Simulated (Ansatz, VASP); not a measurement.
**P: VASP beside Ansatz**

```xyz
2
Lattice="3.0910 0.0000 0.0000 -1.5455 2.6769 0.0000 0.0000 0.0000 28.0000" Properties=species:S:1:pos:R:3 pbc="T T T"
P     0.0000    1.7846   14.5245
P     1.5455    0.8923   13.4755
```

Alike in both runs: task single point; functional r2SCAN; k mesh 9 × 9 × 1; occupations gaussian, width 0.02 eV; no spin polarisation.

```csv
,VASP,Ansatz
version,VASP 6.6.1,Ansatz 0.2.0
potentials or method,"VASP PAW PBE potentials, release 64 (P), cutoff 520 eV","scalar-relativistic, plane waves, PAW"
valence electrons in the cell,10,10
```

|  | VASP | Ansatz | Ansatz less VASP |
| --- | --- | --- | --- |
| gap on the k mesh at the Fermi level (eV) | 1.34 | 1.27 | -0.075 |
| least direct gap on the mesh (eV) | 1.87 | 1.80 | -0.067 |
| rms of the force components (eV/Å) | 2.542 | 2.673 | +0.1314 |

VASP's potentials were made for PBE, not for r2SCAN. Atom by atom the forces differ by 0.131 eV/Å (rms over components).
